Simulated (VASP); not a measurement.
Set up this calculation in VASP 6.6.1, as the native input.

```
Task                   : single point
Functional             : PBE
Potentials or basis    : VASP PAW PBE potentials, release 64 (Ir)
Cutoff                 : 520 eV
k mesh                 : 1 × 1 × 14
Occupations            : gaussian, width 0.05 eV
Spin                   : no spin polarisation
Dipole correction      : no
Further INCAR settings : LREAL = Auto; ALGO = Fast; EDIFF = 1e-07; NBANDS = 86
```

The structure of Ir lies in POSCAR:

```
Ir
1.0
   14.8000000000      0.0000000000      0.0000000000
    0.0000000000     17.0000000000      0.0000000000
    0.0000000000      0.0000000000      3.8706609772
Ir
16
Direct
    0.3038516397      0.5000000000      0.0000000000
    0.5653827868      0.2723140602      0.0000000000
    0.5653827868      0.5000000000      0.0000000000
    0.5653827868      0.7276859398      0.0000000000
    0.3038516397      0.3861570301      0.5000000000
    0.3038516397      0.6138429699      0.5000000000
    0.5653827868      0.3861570301      0.5000000000
    0.5653827868      0.6138429699      0.5000000000
    0.4346172132      0.2723140602      0.5000000000
    0.4346172132      0.5000000000      0.5000000000
    0.4346172132      0.7276859398      0.5000000000
    0.6961483603      0.5000000000      0.5000000000
    0.4346172132      0.3861570301      0.0000000000
    0.4346172132      0.6138429699      0.0000000000
    0.6961483603      0.3861570301      0.0000000000
    0.6961483603      0.6138429699      0.0000000000
```

These files were run (other wordings do the same):

INCAR

```
SYSTEM = Ir
ALGO = Fast ; EDIFF = 1E-7
ENCUT = 520 ; GGA = PE
ISIF = 2 ; ISMEAR = 0
LASPH = .True. ; LCHARG = .False.
LREAL = Auto ; LWAVE = .False.
NBANDS = 86 ; NELM = 80
PREC = Accurate ; SIGMA = 0.05
```

KPOINTS

```
k-points
0
Gamma
  1 1 14
  0 0 0
```

Potentials or basis: VASP PAW PBE potentials, release 64 (Ir).

Launch:

```sh
$ cat potpaw_PBE.64/Ir/POTCAR > POTCAR
$ mpirun -np 1 vasp_std > vasp.out
```

Results of the run:

```
Largest force          : 2.400 eV/Å
Band gap on the k mesh : zero (bands 72 and 73 overlap by 0.11 eV)
```

Caveat: spin-orbit coupling is left out, which moves the levels of the heavy elements.

Run time: 48 min on 1 thread of Oxide Virtual Turin-like Processor (shared host), peak memory 0.99 GiB.
